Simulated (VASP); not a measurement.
# MgCd2Se3 (I4/mmm) in VASP: a series of runs

Runs on MgCd2Se3. Level: PBE. Tasks: relaxation of cell and atoms, single point.

Program: VASP 6.6.1. These are calculated values, not measurements. Logs are shortened: lines on timing, memory, paths and dates and some standing lists are left out, and cuts for length are marked.

### 1 The cell of the first run

It takes space group I4/mmm (No. 139, tetragonal). The conventional cell has a = 4.133 Å, b = 4.133 Å, c = 17.535 Å, α = 90.00°, β = 90.00°, γ = 90.00°. Within 3.8 Å of Mg (site symmetry 4/mmm) lie 6 Se at 2.92 Å. Within 3.8 Å of Cd (site symmetry 4mm) lie 6 Se at 2.92 Å. Se (site symmetry 4/mmm) has 4 Mg at 2.92 Å and 2 Cd at 2.92 Å within 3.8 Å. Se (site symmetry 4mm) has 5 Cd at 2.92 Å and 1 Mg at 2.92 Å within 3.8 Å.

### 2 Relaxation of cell and atoms, PBE

The input, INCAR:

```
PREC = Accurate
ENCUT = 600
EDIFF = 1E-7
ISMEAR = 0
SIGMA = 0.1
LREAL = F
LASPH = T
NELM = 60
ALGO = Normal
ISIF = 3
LWAVE = F
LCHARG = F
GGA = PE
IBRION = 2
NSW = 90
EDIFFG = -0.04
```

The input, KPOINTS:

```
Automatic mesh
0
Gamma
  6 6 6
```

The input, POSCAR:

```
MgCd2Se3
1.0
   -2.0665107800      2.0665107800      8.7674627100
    2.0665107800     -2.0665107800      8.7674627100
    2.0665107800      2.0665107800     -8.7674627100
Mg Cd Se
1 2 3
Direct
    0.5000000000      0.5000000000      0.0000000000
    0.8333333300      0.8333333300      0.0000000000
    0.1666666700      0.1666666700      0.0000000000
    0.0000000000      0.0000000000      0.0000000000
    0.6666666700      0.6666666700      0.0000000000
    0.3333333300      0.3333333300      0.0000000000
```

Potentials or basis: VASP PAW PBE potentials, release 64 (Mg, Cd, Se).

Command:

```bash
cat potpaw_PBE.64/Mg/POTCAR potpaw_PBE.64/Cd/POTCAR potpaw_PBE.64/Se/POTCAR > POTCAR
mpirun -np 1 vasp_std > vasp.out
```

OUTCAR:

```text
PREC = Accurate
   ENCUT = 600
   EDIFF = 1E-7
   ISMEAR = 0
   LREAL = F
   LASPH = T
   NELM = 60
   ISIF = 3
   GGA = PE
   IBRION = 2
   NSW = 90
   EDIFFG = -0.04

 ion  position               nearest neighbor table
   1  0.500  0.500  0.000-   4 2.92   4 2.92   4 2.92   4 2.92   6 2.92   5 2.92
   2  0.833  0.833  0.000-   5 2.92   6 2.92   6 2.92   6 2.92   6 2.92   4 2.92
   3  0.167  0.167  0.000-   6 2.92   5 2.92   5 2.92   5 2.92   5 2.92   4 2.92
   4  0.000  0.000  0.000-   1 2.92   1 2.92   1 2.92   1 2.92   3 2.92   2 2.92
   5  0.667  0.667  0.000-   2 2.92   3 2.92   3 2.92   3 2.92   3 2.92   1 2.92
   6  0.333  0.333  0.000-   3 2.92   2 2.92   2 2.92   2 2.92   2 2.92   1 2.92

  LATTYP: Found a body centered tetragonal cell.
 ALAT       =     4.1330215600
 C/A-ratio  =     4.2426406844

  Lattice vectors:

 A1 = (  -2.0665107800,   2.0665107800,   8.7674627100)
 A2 = (   2.0665107800,  -2.0665107800,   8.7674627100)
 A3 = (   2.0665107800,   2.0665107800,  -8.7674627100)

Analysis of symmetry for initial positions (statically):
=====================================================================
 Subroutine PRICEL returns:
 Original cell was already a primitive cell.

 Routine SETGRP: Setting up the symmetry group for a
 body centered tetragonal supercell.

 Subroutine GETGRP returns: Found 16 space group operations
 (whereof 16 operations were pure point group operations)
 out of a pool of 16 trial point group operations.

The static configuration has the point symmetry D_4h.

Analysis of symmetry for dynamics (positions and initial velocities):
=====================================================================
 Subroutine PRICEL returns:
 Original cell was already a primitive cell.

 Routine SETGRP: Setting up the symmetry group for a
 body centered tetragonal supercell.

 Subroutine GETGRP returns: Found 16 space group operations
 (whereof 16 operations were pure point group operations)
 out of a pool of 16 trial point group operations.

The dynamic configuration has the point symmetry D_4h.

 Subroutine INISYM returns: Found 16 space group operations
 (whereof 16 operations are pure point group operations),
 and found     1 'primitive' translations

----------------------------------------------------------------------------------------

                                     Primitive cell

  volume of cell :     149.7646

  direct lattice vectors                    reciprocal lattice vectors
    -2.066510780  2.066510780  8.767462710     0.000000000  0.241953734  0.057029042
     2.066510780 -2.066510780  8.767462710     0.241953734  0.000000000  0.057029042
     2.066510780  2.066510780 -8.767462710     0.241953734  0.241953734  0.000000000

  length of vectors
     9.241717155  9.241717155  9.241717155     0.248583831  0.248583831  0.342174252

  position of ions in fractional coordinates (direct lattice)
     0.500000000  0.500000000  0.000000000
     0.833333330  0.833333330  0.000000000
     0.166666670  0.166666670  0.000000000
     0.000000000  0.000000000  0.000000000
     0.666666670  0.666666670  0.000000000
     0.333333330  0.333333330  0.000000000

  ion indices of the primitive-cell ions
   primitive index   ion index
                 1           1
                 2           2
                 3           3
                 4           4
                 5           5
                 6           6

----------------------------------------------------------------------------------------

 KPOINTS: Automatic mesh

Automatic generation of k-mesh.
 Grid dimensions read from file:
 generate k-points for:    6    6    6

 Generating k-lattice:

  Cartesian coordinates                     Fractional coordinates (reciprocal lattice)
     0.000000000  0.040325622  0.009504840     0.166666667  0.000000000  0.000000000
     0.040325622  0.000000000  0.009504840     0.000000000  0.166666667  0.000000000
     0.040325622  0.040325622  0.000000000     0.000000000  0.000000000  0.166666667

  Length of vectors
     0.041430639  0.041430639  0.057029042

  Shift w.r.t. Gamma in fractional coordinates (k-lattice)
     0.000000000  0.000000000  0.000000000

 Subroutine IBZKPT returns following result:
 ===========================================

 Found     30 irreducible k-points:

 Following reciprocal coordinates:
            Coordinates               Weight
  0.000000  0.000000  0.000000      1.000000
  0.166667  0.000000  0.000000      8.000000
  0.333333  0.000000  0.000000      8.000000
  0.500000 -0.000000  0.000000      4.000000
  0.166667  0.166667  0.000000      8.000000
  0.333333  0.166667 -0.000000     16.000000
[... 16 lines left out ...]
 -0.333333 -0.333333  0.166667      8.000000
 -0.166667 -0.333333  0.166667      8.000000
 [... further k-points ...]
   k-points           NKPTS =     30   k-points in BZ     NKDIM =     30   number of bands    NBANDS=     26
   number of dos      NEDOS =    301   number of ions     NIONS =      6
   total plane-waves  NPLWV = 512000
   dimension x,y,z NGX =    80 NGY =   80 NGZ =   80
   dimension x,y,z NGXF=   160 NGYF=  160 NGZF=  160
   ions per type =               1   2   3
   NGX,Y,Z   is equivalent  to a cutoff of  14.39, 14.39, 14.39 a.u.
   NGXF,Y,Z  is equivalent  to a cutoff of  28.78, 28.78, 28.78 a.u.
 SYSTEM =  unknown system
   PREC   = accura    normal or accurate (medium, high low for compatibility)
   ISTART =      0    job   : 0-new  1-cont  2-samecut
   ICHARG =      2    charge: 1-file 2-atom 10-const
   ISPIN  =      1    spin polarized calculation?
   LNONCOLLINEAR =      F non collinear calculations
   LSORBIT =      F    spin-orbit coupling
   LASPH  =      T    aspherical Exc in radial PAW
   ENCUT  =  600.0 eV  44.10 Ry    6.64 a.u.  18.46 18.46 18.46*2*pi/ulx,y,z
   NELM   =     60;   NELMIN=  2; NELMDL= -5     # of ELM steps
   EDIFF  = 0.1E-06   stopping-criterion for ELM
   LREAL  =      F    real-space projection
   EDIFFG = -.4E-01   stopping-criterion for IOM
   NSW    =     90    number of steps for IOM
   IBRION =      2    ionic relax: 0-MD 1-quasi-New 2-CG
   NFREE  =      1    steps in history (QN), initial steepest desc. (CG)
   ISIF   =      3    stress and relaxation
   ISYM   =      2    0-nonsym 1-usesym 2-fastsym
   POTIM  = 0.5000    time-step for ionic-motion
   TEBEG  =    0.0;   TEEND  =   0.0 temperature during run
   PSTRESS=    0.0 pullay stress
   NELECT =      44.0000    total number of electrons
   NUPDOWN=      -1.0000    fix difference up-down
   EMIN   =  10.00;   EMAX   =-10.00  energy-range for DOS
   EFERMI =   0.00;   METHOD = LEGACY
   ISMEAR =     0;   SIGMA  =   0.10  broadening in eV -4-tet -1-fermi 0-gaus
   EFERMI_NEDOS =   21; number of points for ismear=-14 and -15
   IALGO  =     38    algorithm
   IMIX   =      4    mixing-type and parameters
     AMIX     =   0.40;   BMIX     =  1.00
     AMIX_MAG =   1.60;   BMIX_MAG =  1.00
  volume/ion in A,a.u.               =      24.96       168.44
  Fermi-wavevector in a.u.,A,eV,Ry     =   1.088318  2.056624 16.115243  1.184437
  Thomas-Fermi vector in A             =   2.224497
   LORBIT       =      0    0 simple, 1 ext, 2 COOP (PROOUT), +10 PAW based schemes
   GGA     = PE    functional components
   LHFCALC =     F    Hartree Fock is set to
   AEXX    =    0.0000 exact exchange contribution
   IVDW    =     0    specifies the selected vdW correction
   LEPSILON=     F    determine dielectric tensor
   LRPA    =     F    only Hartree local field effects (RPA)
 conjugate gradient relaxation of ions
 non-spin polarized calculation
 Gauss-broadening in eV      SIGMA  =   0.10
  energy-cutoff  :      600.00
  volume of cell :      149.76
 maximum number of plane-waves:      5027
 NGX is ok and might be reduce to    80
   NGX = 37   NGY = 37   NGZ = 37

--------------------------------------- Ionic step        1  -------------------------------------------

 number of electron      44.0000001 magnetization

 Free energy of the ion-electron system (eV)
  ---------------------------------------------------
  ext. energy  EPLUGINS =         0.00000000
  ---------------------------------------------------
  free energy    TOTEN  =       -17.60164693 eV

  energy without entropy =      -17.59836920  energy(sigma->0) =      -17.60000807

------------------------ aborting loop because EDIFF is reached ----------------------------------------

  FORCE on cell =-STRESS in cart. coord.  units (eV):
  Direction    XX          YY          ZZ          XY          YZ          ZX
  --------------------------------------------------------------------------------------
  -------------------------------------------------------------------------------------
  Total       -4.0416900     -4.0416900     -3.9405690      0.0000000     -0.0000000      0.0000000
  in kB      -43.2378726    -43.2378726    -42.1560829      0.0000000     -0.0000000      0.0000000
  external PRESSURE =     -42.8772760 kB  Pullay stress =       0.0000000 kB
[... 145 lines left out ...]
  energy  without entropy=      -17.7865496915  energy(sigma->0) =      -17.78800830

--------------------------------------- Ionic step        5  -------------------------------------------

 number of electron      44.0000001 magnetization

 Free energy of the ion-electron system (eV)
  ---------------------------------------------------
  ext. energy  EPLUGINS =         0.00000000
  ---------------------------------------------------
  free energy    TOTEN  =       -17.79563528 eV

  energy without entropy =      -17.79237427  energy(sigma->0) =      -17.79400478

 E-fermi :   2.6311     XC(G=0):  -9.7902

 val. band max:        2.6277406817   @ k =   0.5000   0.5000   0.3333
 cond. band min:       2.7006665017   @ k =  -0.3333  -0.3333   0.3333
 fundamental gap:      0.0729258200
 Fermi energy:         2.6310671528

 k-point     1 :       0.0000    0.0000    0.0000
  band No.  band energies     occupation
      1     -10.3761      2.00000
      2      -9.7999      2.00000
      3      -9.4692      2.00000
      4      -5.4675      2.00000
      5      -5.4115      2.00000
      6      -5.3747      2.00000
[... 685 lines left out ...]
     25       6.0377      0.00000
     26       7.8730      0.00000

 [... further k-points ...]

------------------------ aborting loop because EDIFF is reached ----------------------------------------

  FORCE on cell =-STRESS in cart. coord.  units (eV):
  Direction    XX          YY          ZZ          XY          YZ          ZX
  --------------------------------------------------------------------------------------
  -------------------------------------------------------------------------------------
  Total        0.0649771      0.0649771      0.0218394      0.0000000      0.0000000      0.0000000
  in kB        0.7589805      0.7589805      0.2551009      0.0000000      0.0000000      0.0000000
  external PRESSURE =       0.5910206 kB  Pullay stress =       0.0000000 kB
[... 21 lines left out ...]
  FREE ENERGIE OF THE ION-ELECTRON SYSTEM (eV)
  ---------------------------------------------------
  free  energy   TOTEN  =       -17.7956352850 eV

  energy  without entropy=      -17.7923742679  energy(sigma->0) =      -17.79400478

 reached required accuracy - stopping structural energy minimisation
```

Wall time 28 min (1 thread of AMD EPYC 9R45 (Zen 5), shared host); peak memory 1.1 GiB.

Results:

```
Free energy                           : -17.7956 eV
Relaxed volume                        : 22.86 Å³/atom
Relaxed cell                          : a = 8.985 Å, b = 8.985 Å, c = 8.985 Å, α = 154.20°, β = 154.20°, γ = 36.80°
Space group after relaxing (to 0.1 Å) : I4/mmm (No. 139)
Energy gained by relaxing             : 32.3 meV/atom
Ionic steps                           : 5
Pressure after relaxing               : 0.1 GPa
Largest force after relaxing          : 0.016 eV/Å
Band gap on the k mesh                : zero (bands 22 and 23 overlap by 0.06 eV)
```

Forces in eV/Å, atoms in the order of the input:
```
Mg   0.000  0.000  0.000
Cd   0.000  0.000 -0.016
Cd   0.000  0.000  0.016
Se   0.000  0.000  0.000
Se   0.000  0.000 -0.008
Se   0.000  0.000  0.008
```

Step by step:
| step | energy change (eV) | largest force (eV/Å) | pressure (GPa) | volume (Å³) |
| --- | --- | --- | --- | --- |
| 1 | 0.0000 | 0.2009 | -4.29 | 149.76 |
| 2 | -0.1797 | 0.2422 | 0.77 | 135.75 |
| 3 | -0.1831 | 0.2370 | 0.06 | 137.27 |
| 4 | -0.1878 | 0.1783 | 0.06 | 137.25 |
| 5 | -0.1940 | 0.0156 | 0.06 | 137.16 |

Final structure:
```
Mg Cd Se
1.0
    -2.00554    2.00554    8.52545
     2.00554   -2.00554    8.52545
     2.00554    2.00554   -8.52545
Mg Cd Se
1 2 3
Cartesian
  2.0055 2.0055 0.0000
  0.0000 0.0000 14.2138
  0.0000 0.0000 2.8371
  2.0055 2.0055 8.5255
  0.0000 0.0000 11.3139
  0.0000 0.0000 5.7371
```

Levels at points of the mesh, in eV from the Fermi level:
```tsv
k point	band 18	band 19	band 20	band 21	band 22	band 23	band 24	band 25	band 26
(0.00, 0.00, 0.00)	-1.69	-1.69	-0.59	-0.56	-0.56	0.39	0.98	2.04	4.67
(0.50, 0.00, 0.00)	-1.76	-0.86	-0.33	-0.15	-0.12	3.07	3.94	3.97	4.53
(0.50, 0.50, 0.00)	-2.93	-2.76	-2.57	-2.09	-2.09	-0.07	1.87	2.69	4.83
(0.50, 0.50, 0.50)	-2.10	-1.15	-1.15	-0.83	-0.83	-0.06	2.74	3.24	4.58
```

Caveat: semilocal functionals underestimate gaps, so a narrow gap can read as zero.

(Part 1 of 2 ends here.)
